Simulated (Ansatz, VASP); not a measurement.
Two plane-wave programs on AlSi2B4

Contents of INCAR:

```
PREC = Accurate
ENCUT = 600
EDIFF = 1E-6
ISMEAR = 0
SIGMA = 0.1
LREAL = F
LASPH = T
NELM = 80
ALGO = Normal
ISIF = 3
LWAVE = F
LCHARG = F
GGA = PE
IBRION = 2
NSW = 100
EDIFFG = -0.01
```

Contents of KPOINTS:

```
regular mesh
0
Gamma
  15 15 4
```

POSCAR

```
AlSi2B4
1.0
    3.3322638591      0.0000000000      0.0000000000
   -1.6661319295      2.8858251541      0.0000000000
    0.0000000000      0.0000000000     11.7014528508
Al Si B
1 2 4
Direct
    0.0000000000      0.0000000000      0.5000000000
    0.0000000000      0.0000000000      0.7084888681
    0.0000000000      0.0000000000      0.2915111319
    0.0000000000      0.0000000000      0.0000000000
    0.5000000000      0.0000000000      0.0000000000
    0.0000000000      0.5000000000      0.0000000000
    0.5000000000      0.5000000000      0.0000000000
```

Input for Ansatz:

```yaml
crystal:
  lattice:
    - [3.3322638591, 0.0, 0.0]
    - [-1.6661319295, 2.8858251541, 0.0]
    - [0.0, 0.0, 11.7014528508]
  atoms:
    - { symbol: Al, position: [0.0, 0.0, 0.5] }
    - { symbol: Si, position: [0.0, 0.0, 0.7084888681] }
    - { symbol: Si, position: [0.0, 0.0, 0.2915111319] }
    - { symbol: B, position: [0.0, 0.0, 0.0] }
    - { symbol: B, position: [0.5, 0.0, 0.0] }
    - { symbol: B, position: [0.0, 0.5, 0.0] }
    - { symbol: B, position: [0.5, 0.5, 0.0] }
basis:
  ecutwfc: 420
kpoints:
  mp_grid: { grid: [15, 15, 4] }
hamiltonian:
  xc: pbe
scf:
  occupations: { method: gaussian, width: 0.1 }
output:
  forces: true
  stress: true
  eigenvalues: true
  write_density: true
  write_potential: true
  elf: true
  volumetric_format: npy
relax:
  adjacent_minimum: "off"
  f_tol: 0.01
  max_steps: 80
  cell: { stress_tol: 0.05 }
```

Alike in both runs: task relaxation of cell and atoms; functional PBE; k mesh 15 × 15 × 4; occupations gaussian, width 0.1 eV; no spin polarisation.

|  | VASP | Ansatz |
| --- | --- | --- |
| version | VASP 6.6.1 | Ansatz 0.2.0 |
| potentials or method | VASP PAW PBE potentials, release 64 (Al, Si, B), cutoff 600 eV | scalar-relativistic, plane waves, PAW |
| valence electrons in the cell | 23 | 23 |

```csv
,VASP,Ansatz,Ansatz less VASP
"gap on the k mesh at the Fermi level, each at its own relaxed structure (eV)",none,none,-
relaxed volume (Å³/atom),16.08,16.08,0.000
relaxed cell length with the largest relative difference (Å),3.332,3.332,0.0000
```

A gap of «none» marks a metal or a gap that the smearing closes.

Noted on VASP's run: the relaxation stopped at its first step, so nothing moved; too few bands were computed for a metal, which touches its energy and stress.
